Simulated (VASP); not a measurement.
IrPt2F6, 9 atoms in the cell. The typed cell holds 9 atoms: a = 5.175 Å, b = 5.175 Å, c = 4.154 Å, α = 90.00°, β = 90.00°, γ = 60.00°. 

* Program: VASP 6.6.1
* Task: single point
* Functional: PBE
* Potentials or basis: VASP PAW PBE potentials, release 64 (Ir, Pt, F)
* Cutoff: 520 eV
* k mesh: 4 × 4 × 4
* Occupations: fermi-dirac, width 0.0167 eV
* Spin: no spin polarisation
* Dipole correction: no
* Further INCAR settings: ALGO = Normal; EDIFF = 1e-07; NBANDS = 46

Potentials or basis: VASP PAW PBE potentials, release 64 (Ir, Pt, F).

Launch:

```sh
$ cat potpaw_PBE.64/Ir/POTCAR potpaw_PBE.64/Pt/POTCAR potpaw_PBE.64/F/POTCAR > POTCAR
$ mpirun -np 1 vasp_std > vasp.out
```

Hardware: 1 thread of Oxide Virtual Turin-like Processor, on a shared host.

Question: Estimate the wall time of this run.

Answer: Wall time 3.2 min on 1 thread of Oxide Virtual Turin-like Processor, with other jobs on the host, peak memory 0.24 GiB. Counts: scf iterations 20, k points 24.
